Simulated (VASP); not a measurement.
A run of VASP 6.6.1 is set up as follows.

POSCAR

```
AlGa3N4
1.0
    4.3537108409      0.0000000000      0.0000000000
    0.0000000000      4.3537108409      0.0000000000
    0.0000000000      0.0000000000      4.2420772296
Al Ga N
1 3 4
Direct
    0.0000000000      0.0000000000      0.0000000000
    0.5000000000      0.5000000000      0.0000000000
    0.5000000000      0.0000000000      0.5000000000
    0.0000000000      0.5000000000      0.5000000000
    0.7553510553      0.7553510553      0.2446489447
    0.7553510553      0.2446489447      0.7553510553
    0.2446489447      0.7553510553      0.7553510553
    0.2446489447      0.2446489447      0.2446489447
```

File INCAR.step1:

```
ALGO     = Normal         # electronic algorithm
EDIFF    = 1E-4           # SCF threshold, eV
ENCUT    = 520            # plane-wave cutoff, eV
GGA      = PE             # functional
ISMEAR   = 0              # smearing method
LASPH    = True           # aspherical terms in the spheres
LCHARG   = False          # write CHGCAR
LREAL    = False          # projectors in reciprocal space
LWAVE    = True           # write WAVECAR
NBANDS   = 41             # bands
NELM     = 80             # most SCF steps
PREC     = Accurate       # precision mode
SIGMA    = 0.05           # smearing width, eV
```

INCAR.step2

```
ALGO     = Normal         # electronic algorithm
EDIFF    = 1E-6           # SCF threshold, eV
ENCUT    = 520            # plane-wave cutoff, eV
ISIF     = 2              # what is computed and relaxed
ISMEAR   = 0              # smearing method
ISTART   = 1            
LASPH    = True           # aspherical terms in the spheres
LCHARG   = False          # write CHGCAR
LMIXTAU  = True         
LREAL    = False          # projectors in reciprocal space
LWAVE    = False          # write WAVECAR
METAGGA  = R2SCAN         # meta-GGA
NBANDS   = 41             # bands
NELM     = 80             # most SCF steps
PREC     = Accurate       # precision mode
SIGMA    = 0.05           # smearing width, eV
```

File KPOINTS:

```
k-points
0
Gamma
  6 6 6
```

Potentials or basis: VASP PAW PBE potentials, release 64 (Al, Ga_d, N).

The run is started by

```sh
$ cat potpaw_PBE.64/Al/POTCAR potpaw_PBE.64/Ga_d/POTCAR potpaw_PBE.64/N/POTCAR > POTCAR
$ cp INCAR.step1 INCAR
$ mpirun -np 1 vasp_std > vasp.out
$ cp INCAR.step2 INCAR
$ mpirun -np 1 vasp_std > vasp.out
```

Problem. Predict the pressure.

Solution. 26.3 GPa.

Problem. Estimate the largest force.

Solution. 0.132 eV/Å.

Problem. Predict the band gap on the k mesh.

Solution. 3.49 eV, direct.

Stress tensor (GPa, compression positive):
```
25.39  0.00  0.00
 0.00 25.39  0.00
 0.00  0.00 28.07
```

Caveat: the cell differs from its parent crystal (strain -0.025 along x and y, -0.050 along z); the PAW data sets were made with another functional, which shifts forces and pressure a little.
